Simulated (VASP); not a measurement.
The system is CaB12.

```
CELL_PARAMETERS angstrom
-2.48261 2.48261 2.48261
2.48261 -2.48261 2.48261
2.48261 2.48261 -2.48261
ATOMIC_POSITIONS crystal
Ca 0.00000 0.00000 0.00000
B 0.55703 0.77851 0.77851
B 0.00000 0.77851 0.22149
B 0.00000 0.22149 0.77851
B 0.44297 0.22149 0.22149
B 0.77851 0.55703 0.77851
B 0.22149 0.00000 0.77851
B 0.77851 0.00000 0.22149
B 0.22149 0.44297 0.22149
B 0.77851 0.77851 0.55703
B 0.77851 0.22149 0.00000
B 0.22149 0.77851 0.00000
B 0.22149 0.22149 0.44297
```

The cell was generated, and may not be a known phase.

```yaml
Program: VASP 6.6.1
Task: relaxation of cell and atoms
Functional: PBE
Potentials_or_basis: VASP PAW PBE potentials, release 64 (Ca_sv, B)
Cutoff: 600 eV
k_mesh: 6 × 6 × 6
Occupations: gaussian, width 0.1 eV
Spin: no spin polarisation
```

At the start: pressure 369.1 GPa; volume 4.71 Å³/atom.

Task: Where does the relaxation end?

Result: Over 12 steps the energy falls by 5493.5 meV/atom and the volume is 8.53 Å³/atom (+81.1 %); space group Im-3m (No. 229, to 0.1 Å) before and after.

Step by step:
```tsv
step	energy change (eV)	largest force (eV/Å)	pressure (GPa)	volume (Å³)
1	0.0000	19.7160	369.10	61.20
2	-52.9746	0.4436	-32.37	216.32
3	-66.6101	1.1931	-13.56	118.32
4	-66.5939	1.2063	-12.15	116.93
5	-67.6806	1.1140	1.84	107.58
6	-67.8668	1.0650	15.28	101.18
7	-68.7101	1.2427	15.37	101.45
8	-70.9905	0.1428	16.34	102.25
9	-70.9341	0.5743	17.08	102.38
10	-70.9995	0.0221	16.49	102.28
11	-71.4075	0.0007	-1.95	112.14
12	-71.4152	0.0020	0.04	110.86
```

Final structure:
```
CELL_PARAMETERS angstrom
-3.02624 3.02624 3.02624
3.02624 -3.02624 3.02624
3.02624 3.02624 -3.02624
ATOMIC_POSITIONS crystal
Ca 0.00000 0.00000 0.00000
B 0.30078 0.65039 0.65039
B 0.00000 0.65039 0.34961
B 0.00000 0.34961 0.65039
B 0.69922 0.34961 0.34961
B 0.65039 0.30078 0.65039
B 0.34961 0.00000 0.65039
B 0.65039 0.00000 0.34961
B 0.34961 0.69922 0.34961
B 0.65039 0.65039 0.30078
B 0.65039 0.34961 0.00000
B 0.34961 0.65039 0.00000
B 0.34961 0.34961 0.69922
```

Caveat: the volume moved by over 15 % at a fixed basis, so the end points are rough.
